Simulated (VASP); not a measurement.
# AlGa3N4 (P-4) in VASP: a series of runs, part 2 of 2

VASP 6.6.1.

### Step 3. Single point, PBEsol (mode 4 frozen in at -0.247 Å, normal strain along x +0.0700)

File INCAR:

```
SYSTEM = AlGa3N4
PREC = Accurate ; ENCUT = 520
EDIFF = 1E-6 ; ISMEAR = 0
SIGMA = 0.05 ; LREAL = .False.
LASPH = .True. ; NELM = 100
ALGO = Normal ; ISIF = 2
LWAVE = .False. ; LCHARG = .False.
GGA = PS ; NBANDS = 41
```

File KPOINTS:

```
Automatic mesh
0
Gamma
  6 6 6
  0 0 0
```

File POSCAR:

```
AlGa3N4
1.0
    4.7803078317      0.0000000000      0.0000000000
    0.0000000000      4.4675774128      0.0000000000
    0.0000000000      0.0000000000      4.4675774128
Al Ga N
1 3 4
Direct
    0.0000000000      0.0000000000      0.0000000000
    0.4447127655      0.5000001009      0.0000000000
    0.5552872345      0.0000000000      0.4999992340
    0.0000000000      0.4999998991      0.5000007660
    0.7550466747      0.7379830624      0.2278905155
    0.7550461397      0.2620164648      0.7721095468
    0.2449537981      0.7721097520      0.7379832676
    0.2449533875      0.2278907208      0.2620166701
```

Potentials or basis: VASP PAW PBE potentials, release 64 (Al, Ga_d, N).

The run is started by

```bash
$ cat potpaw_PBE.64/Al/POTCAR potpaw_PBE.64/Ga_d/POTCAR potpaw_PBE.64/N/POTCAR > POTCAR
$ mpirun -np 1 vasp_std > vasp.out
```

OUTCAR:

```text
SYSTEM = AlGa3N4
   PREC = Accurate
   ENCUT = 520
   EDIFF = 1E-6
   ISMEAR = 0
   LREAL = .False.
   LASPH = .True.
   NELM = 100
   ISIF = 2
   GGA = PS

 ion  position               nearest neighbor table
   1  0.000  0.000  0.000-   8 1.94   5 1.94   6 1.94   7 1.94   3 3.08   2 3.08   2 3.08   3 3.08

   2  0.445  0.500  0.000-   7 1.94   8 1.94   6 2.09   5 2.09   1 3.08   1 3.08
   3  0.555  0.000  0.500-   5 1.94   6 1.94   8 2.09   7 2.09   1 3.08   1 3.08
   4  0.000  0.500  0.500-   6 1.99   7 1.99   8 1.99   5 1.99
   5  0.755  0.738  0.228-   3 1.94   1 1.94   4 1.99   2 2.09
   6  0.755  0.262  0.772-   3 1.94   1 1.94   4 1.99   2 2.09
   7  0.245  0.772  0.738-   2 1.94   1 1.94   4 1.99   3 2.09
   8  0.245  0.228  0.262-   2 1.94   1 1.94   4 1.99   3 2.09

  LATTYP: Found a simple tetragonal cell.
 ALAT       =     4.4675774128
 C/A-ratio  =     1.0700000000

  Lattice vectors:

 A1 = (   0.0000000000,   4.4675774128,   0.0000000000)
 A2 = (   0.0000000000,   0.0000000000,   4.4675774128)
 A3 = (   4.7803078317,   0.0000000000,   0.0000000000)

Analysis of symmetry for initial positions (statically):
=====================================================================
 Subroutine PRICEL returns:
 Original cell was already a primitive cell.

 Routine SETGRP: Setting up the symmetry group for a
 simple tetragonal supercell.

 Subroutine GETGRP returns: Found  4 space group operations
 (whereof  4 operations were pure point group operations)
 out of a pool of 16 trial point group operations.

The static configuration has the point symmetry S_4 .

Analysis of symmetry for dynamics (positions and initial velocities):
=====================================================================
 Subroutine PRICEL returns:
 Original cell was already a primitive cell.

 Routine SETGRP: Setting up the symmetry group for a
 simple tetragonal supercell.

 Subroutine GETGRP returns: Found  4 space group operations
 (whereof  4 operations were pure point group operations)
 out of a pool of 16 trial point group operations.

The dynamic configuration has the point symmetry S_4 .

 Subroutine INISYM returns: Found  4 space group operations
 (whereof  4 operations are pure point group operations),
 and found     1 'primitive' translations

----------------------------------------------------------------------------------------

                                     Primitive cell

  volume of cell :      95.4113

  direct lattice vectors                    reciprocal lattice vectors
     4.780307832  0.000000000  0.000000000     0.209191549  0.000000000  0.000000000
     0.000000000  4.467577413  0.000000000     0.000000000  0.223834957  0.000000000
     0.000000000  0.000000000  4.467577413     0.000000000  0.000000000  0.223834957

  length of vectors
     4.780307832  4.467577413  4.467577413     0.209191549  0.223834957  0.223834957

  position of ions in fractional coordinates (direct lattice)
     0.000000000  0.000000000  0.000000000
     0.444712766  0.500000101  0.000000000
     0.555287234  0.000000000  0.499999234
     0.000000000  0.499999899  0.500000766
     0.755046675  0.737983062  0.227890516
     0.755046140  0.262016465  0.772109547
     0.244953798  0.772109752  0.737983268
     0.244953387  0.227890721  0.262016670

  ion indices of the primitive-cell ions
   primitive index   ion index
                 1           1
[... 36 lines left out ...]
  0.000000  0.000000  0.000000      1.000000
  0.166667  0.000000  0.000000      2.000000
  0.333333  0.000000  0.000000      2.000000
  0.500000  0.000000  0.000000      1.000000
  0.000000  0.166667  0.000000      4.000000
  0.166667  0.166667  0.000000      8.000000
[... 16 lines left out ...]
  0.166667  0.333333  0.166667      8.000000
 -0.166667 -0.333333  0.166667      8.000000
 [... further k-points ...]
   k-points           NKPTS =     44   k-points in BZ     NKDIM =     44   number of bands    NBANDS=     41
   number of dos      NEDOS =    301   number of ions     NIONS =      8
   total plane-waves  NPLWV =  46656
   dimension x,y,z NGX =    36 NGY =   36 NGZ =   36
   dimension x,y,z NGXF=    72 NGYF=   72 NGZF=   72
   ions per type =               1   3   4
   NGX,Y,Z   is equivalent  to a cutoff of  12.52, 13.40, 13.40 a.u.
   NGXF,Y,Z  is equivalent  to a cutoff of  25.04, 26.79, 26.79 a.u.
 SYSTEM =  AlGa3N4
   PREC   = accura    normal or accurate (medium, high low for compatibility)
   ISTART =      0    job   : 0-new  1-cont  2-samecut
   ICHARG =      2    charge: 1-file 2-atom 10-const
   ISPIN  =      1    spin polarized calculation?
   LNONCOLLINEAR =      F non collinear calculations
   LSORBIT =      F    spin-orbit coupling
   LASPH  =      T    aspherical Exc in radial PAW
   ENCUT  =  520.0 eV  38.22 Ry    6.18 a.u.   8.89  8.31  8.31*2*pi/ulx,y,z
   NELM   =    100;   NELMIN=  2; NELMDL= -5     # of ELM steps
   EDIFF  = 0.1E-05   stopping-criterion for ELM
   LREAL  =      F    real-space projection
   EDIFFG = 0.1E-04   stopping-criterion for IOM
   NSW    =      0    number of steps for IOM
   IBRION =     -1    ionic relax: 0-MD 1-quasi-New 2-CG
   NFREE  =      0    steps in history (QN), initial steepest desc. (CG)
   ISIF   =      2    stress and relaxation
   ISYM   =      2    0-nonsym 1-usesym 2-fastsym
   POTIM  = 0.5000    time-step for ionic-motion
   TEBEG  =    0.0;   TEEND  =   0.0 temperature during run
   PSTRESS=    0.0 pullay stress
   NELECT =      62.0000    total number of electrons
   NUPDOWN=      -1.0000    fix difference up-down
   EMIN   =  10.00;   EMAX   =-10.00  energy-range for DOS
   EFERMI =   0.00;   METHOD = LEGACY
   ISMEAR =     0;   SIGMA  =   0.05  broadening in eV -4-tet -1-fermi 0-gaus
   EFERMI_NEDOS =   21; number of points for ismear=-14 and -15
   IALGO  =     38    algorithm
   IMIX   =      4    mixing-type and parameters
     AMIX     =   0.40;   BMIX     =  1.00
     AMIX_MAG =   1.60;   BMIX_MAG =  1.00
  volume/ion in A,a.u.               =      11.93        80.48
  Fermi-wavevector in a.u.,A,eV,Ry     =   1.417986  2.679606 27.357034  2.010685
  Thomas-Fermi vector in A             =   2.539159
   LORBIT       =      0    0 simple, 1 ext, 2 COOP (PROOUT), +10 PAW based schemes
   GGA     = PS    functional components
   LHFCALC =     F    Hartree Fock is set to
   AEXX    =    0.0000 exact exchange contribution
   IVDW    =     0    specifies the selected vdW correction
   LEPSILON=     F    determine dielectric tensor
   LRPA    =     F    only Hartree local field effects (RPA)
 non-spin polarized calculation
 Gauss-broadening in eV      SIGMA  =   0.05
  energy-cutoff  :      520.00
  volume of cell :       95.41
 maximum number of plane-waves:      2629
   NGX = 17   NGY = 17   NGZ = 17

 number of electron      61.9999971 magnetization

 Free energy of the ion-electron system (eV)
  ---------------------------------------------------
  ext. energy  EPLUGINS =         0.00000000
  ---------------------------------------------------
  free energy    TOTEN  =       -53.95569004 eV

  energy without entropy =      -53.95569004  energy(sigma->0) =      -53.95569004

 E-fermi :   5.0258     XC(G=0): -11.4196

 val. band max:        4.7337659994   @ k =   0.0000   0.0000   0.0000
 cond. band min:       6.3411335080   @ k =   0.0000   0.0000   0.0000
 fundamental gap:      1.6073675087
 Fermi energy:         5.0258035320

 k-point     1 :       0.0000    0.0000    0.0000
  band No.  band energies     occupation
      1     -10.5642      2.00000
      2      -9.6193      2.00000
      3      -9.5115      2.00000
      4      -9.5115      2.00000
      5      -8.5597      2.00000
      6      -8.5428      2.00000
[... 1045 lines left out ...]
     40      14.4706      0.00000
     41      14.7812      0.00000

 [... further k-points ...]
[... 5 lines left out ...]
  --------------------------------------------------------------------------------------
  -------------------------------------------------------------------------------------
  Total      -11.3092243     -4.4827206     -4.4827206      0.0000000      0.0000008      0.0000000
  in kB     -189.9080448    -75.2752523    -75.2752523      0.0000000      0.0000134      0.0000000
  external PRESSURE =    -113.4861831 kB  Pullay stress =       0.0000000 kB

 VOLUME and BASIS-vectors are now :
 -----------------------------------------------------------------------------
  energy-cutoff  :      520.00
  volume of cell :       95.41
      direct lattice vectors                 reciprocal lattice vectors
     4.780307832  0.000000000  0.000000000     0.209191549  0.000000000  0.000000000
     0.000000000  4.467577413  0.000000000     0.000000000  0.223834957  0.000000000
     0.000000000  0.000000000  4.467577413     0.000000000  0.000000000  0.223834957

 POSITION                                       TOTAL-FORCE (eV/Angst)
 -----------------------------------------------------------------------------------
      0.00000      0.00000      0.00000         0.000000     -0.000000      0.000000
      2.12586      2.23379      0.00000         2.035971      0.000000      0.000000
      2.65444      0.00000      2.23379        -2.035971      0.000000     -0.000000
      0.00000      2.23379      2.23379         0.000000      0.000000     -0.000000
      3.60936      3.29700      1.01812        -0.012253      0.345872      0.276107
      3.60935      1.17058      3.44946        -0.012253     -0.345872     -0.276107
      1.17095      3.44946      3.29700         0.012253     -0.276107      0.345872
      1.17095      1.01812      1.17058         0.012253      0.276107     -0.345872
 -----------------------------------------------------------------------------------
    total drift:                               -0.000000     -0.000161      0.000004

  FREE ENERGIE OF THE ION-ELECTRON SYSTEM (eV)
  ---------------------------------------------------
  free  energy   TOTEN  =       -53.9556900398 eV

  energy  without entropy=      -53.9556900398  energy(sigma->0) =      -53.95569004
```

It took 4.6 min on 1 thread of AMD EPYC 7R13, shared host; peak memory 0.26 GiB.

What came out:

```yaml
Free_energy: -53.9557 eV
Pressure: -11.3 GPa
Largest_force: 2.036 eV/Å
Band_gap_on_the_k_mesh: 1.61 eV, direct
```

Forces in eV/Å, atoms in the order of the input:
```
Al   0.000  0.000  0.000
Ga   2.036  0.000  0.000
Ga  -2.036  0.000  0.000
Ga   0.000  0.000  0.000
N   -0.012  0.346  0.276
N   -0.012 -0.346 -0.276
N    0.012 -0.276  0.346
N    0.012  0.276 -0.346
```

Caveat: the cell differs from its parent crystal (mode 4 frozen in at -0.247 Å, normal strain along x +0.0700); the PAW data sets were made with another functional, which shifts forces and pressure a little.

### Step 4. Single point, PBEsol (mode 4 frozen in at -0.165 Å, normal strain along x +0.0700)

File INCAR:

```
SYSTEM = AlGa3N4
PREC = Accurate
ENCUT = 520
EDIFF = 1E-6
ISMEAR = 0
SIGMA = 0.05
LREAL = .False.
LASPH = .True.
NELM = 80
ALGO = Normal
ISIF = 2
LWAVE = .False.
LCHARG = .True.
GGA = PS
LELF = .True.
LVHAR = .True.
NBANDS = 41
```

KPOINTS is that of step 3.

File POSCAR:

```
AlGa3N4
1.0
    4.7803078317      0.0000000000      0.0000000000
    0.0000000000      4.4675774128      0.0000000000
    0.0000000000      0.0000000000      4.4675774128
Al Ga N
1 3 4
Direct
    0.0000000000      0.0000000000      0.0000000000
    0.4631343825      0.5000000673      0.0000000000
    0.5368656175      0.0000000000      0.4999994893
    0.0000000000      0.4999999327      0.5000005107
    0.7550465856      0.7436685412      0.2335759052
    0.7550462288      0.2563311435      0.7664241363
    0.2449537297      0.7664242732      0.7436686781
    0.2449534559      0.2335760421      0.2563312804
```

The run is started by

```bash
$ cat potpaw_PBE.64/Al/POTCAR potpaw_PBE.64/Ga_d/POTCAR potpaw_PBE.64/N/POTCAR > POTCAR
$ mpirun -np 1 vasp_std > vasp.out
```

Run time: 2.5 min. Hardware: 1 thread of Intel Xeon Platinum 8375C at 2.90GHz (Ice Lake), shared host; peak memory 0.28 GiB.

The run converged. Its results:

```
Free energy            : -54.3117 eV
Pressure               : -11.5 GPa
Largest force          : 1.417 eV/Å
Band gap on the k mesh : 1.66 eV, direct
```

Forces on the atoms (eV/Å):
```
Al   0.000  0.000  0.000
Ga   1.417  0.000  0.000
Ga  -1.417  0.000  0.000
Ga   0.000  0.000  0.000
N   -0.031  0.218  0.166
N   -0.031 -0.218 -0.166
N    0.031 -0.166  0.218
N    0.031  0.166 -0.218
```

Stress tensor (GPa, compression positive):
```
-18.67   0.00   0.00
  0.00  -7.87   0.00
  0.00   0.00  -7.87
```

Levels at points of the mesh, in eV from the valence-band top:
```tsv
k point	band 29	band 30	band 31	band 32	band 33	band 34
(0.00, 0.00, 0.00)	-0.31	0.00	0.00	1.66	3.00	3.00
(0.50, 0.00, 0.00)	-1.23	-0.99	-0.99	4.31	4.36	5.47
(0.00, 0.50, 0.00)	-1.48	-1.35	-1.24	4.42	4.53	5.85
(0.50, 0.50, 0.00)	-1.15	-1.04	-0.82	5.79	5.89	6.03
(0.00, 0.50, 0.50)	-0.70	-0.69	-0.40	5.96	5.96	6.08
(0.50, 0.50, 0.50)	-0.65	-0.52	-0.46	4.12	4.12	4.25
```

Caveat: the cell differs from its parent crystal (mode 4 frozen in at -0.165 Å, normal strain along x +0.0700); the PAW data sets were made with another functional, which shifts forces and pressure a little.
